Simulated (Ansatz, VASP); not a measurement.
# Hg in VASP and in Ansatz

```
CELL_PARAMETERS angstrom
-3.22714 3.22714 3.34470
3.22714 -3.22714 3.34470
3.22714 3.22714 -3.34470
ATOMIC_POSITIONS crystal
Hg 0.87500 0.32927 0.95427
Hg 0.37500 0.92073 0.04573
Hg 0.67073 0.62500 0.54573
Hg 0.07927 0.12500 0.45427
```

Alike in both runs: task single point; functional PBE; k mesh 8 × 8 × 8; occupations gaussian, width 0.05 eV; no spin polarisation.

|  | VASP | Ansatz |
| --- | --- | --- |
| version | VASP 6.6.1 | Ansatz 0.2.0 |
| potentials or method | VASP PAW PBE potentials, release 64 (Hg), cutoff 500 eV | scalar-relativistic, plane waves, PAW |
| valence electrons in the cell | 48 | 80 |

|  | VASP | Ansatz | Ansatz less VASP |
| --- | --- | --- | --- |
| gap on the k mesh at the Fermi level (eV) | 0.06 | 0.05 | -0.012 |
| pressure (GPa) | 0.0 | 0.0 | -0.04 |
| traceless stress, the component that is largest in VASP (GPa) | 0.25 | 0.23 | -0.020 |

VASP's potentials hold 48 valence electrons a cell and Ansatz's 80, so a difference there can come from the potentials and not from the codes.

Neither program's run includes spin-orbit coupling.
